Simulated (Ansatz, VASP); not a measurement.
# GaN: VASP beside Ansatz

The input INCAR:

```
  ALGO = Normal
  EDIFF = 1E-6
  EDIFFG = -0.005
  ENCUT = 600
  GGA = CA
  IBRION = 2
  ISIF = 3
  ISMEAR = -1
  ISPIN = 2
  LASPH = True
  LCHARG = False
  LORBIT = 11
  LREAL = False
  LWAVE = False
  MAGMOM = 2 -4
  NELM = 150
  NSW = 60
  PREC = Accurate
  SIGMA = 0.05
```

The input KPOINTS:

```
k-points
0
Gamma
  17 17 17
```

POSCAR

```
GaN
1.0
    0.0000000000      2.1670925389      2.1670925389
    2.1670925389      0.0000000000      2.1670925389
    2.1670925389      2.1670925389      0.0000000000
Ga N
1 1
Direct
    0.0000000000      0.0000000000      0.0000000000
    0.2500000000      0.2500000000      0.2500000000
```

Input for Ansatz:

```yaml
crystal:
  lattice:
    - [0.0, 2.1670925389, 2.1670925389]
    - [2.1670925389, 0.0, 2.1670925389]
    - [2.1670925389, 2.1670925389, 0.0]
  atoms:
    - { symbol: Ga, position: [0.0, 0.0, 0.0], spin: 2.0 }
    - { symbol: "N", position: [0.25, 0.25, 0.25], spin: -4.0 }
kpoints:
  mp_grid: { grid: [17, 17, 17] }
scf:
  occupations: { method: fermi_dirac, width: 0.05 }
hamiltonian:
  xc: lda
  pseudopotentials: { kind: paw }
output:
  forces: true
  stress: true
  write_density: true
  write_potential: true
  elf: true
  volumetric_format: npy
relax:
  f_tol: 0.005
  max_steps: 40
  cell: {}
magnetization:
  spin_polarized: true
```

Alike in both runs: task relaxation of cell and atoms; functional LDA; k mesh 17 × 17 × 17; occupations fermi-dirac, width 0.05 eV; collinear spin.

```csv
,VASP,Ansatz
version,VASP 6.6.1,Ansatz 0.2.0
potentials or method,"VASP PAW LDA potentials, release 64 (Ga_d, N)","PAW with Ansatz's default frozen-core files, scalar-relativistic"
plane-wave cutoff (eV),600,420
valence electrons in the cell,18,18
```

Ansatz gave:

| Quantity | Value |
| --- | --- |
| gap on the k mesh at the Fermi level, each at its own relaxed structure (eV) | 1.96 |
| net moment per atom (μB) | 0.00 |
| relaxed volume (Å³/atom) | 11.05 |
| relaxed cell length with the largest relative difference (Å) | 3.150 |

Q: What did VASP give for the same quantities?

A: gap on the k mesh at the Fermi level, each at its own relaxed structure (eV): 1.94; net moment per atom (μB): 0.00; relaxed volume (Å³/atom): 11.11; relaxed cell length with the largest relative difference (Å): 3.156.

LDA's correlation is that of Perdew and Zunger in VASP and of Perdew and Wang (1992) in Ansatz. Ansatz's warnings: seeded moment not kept.
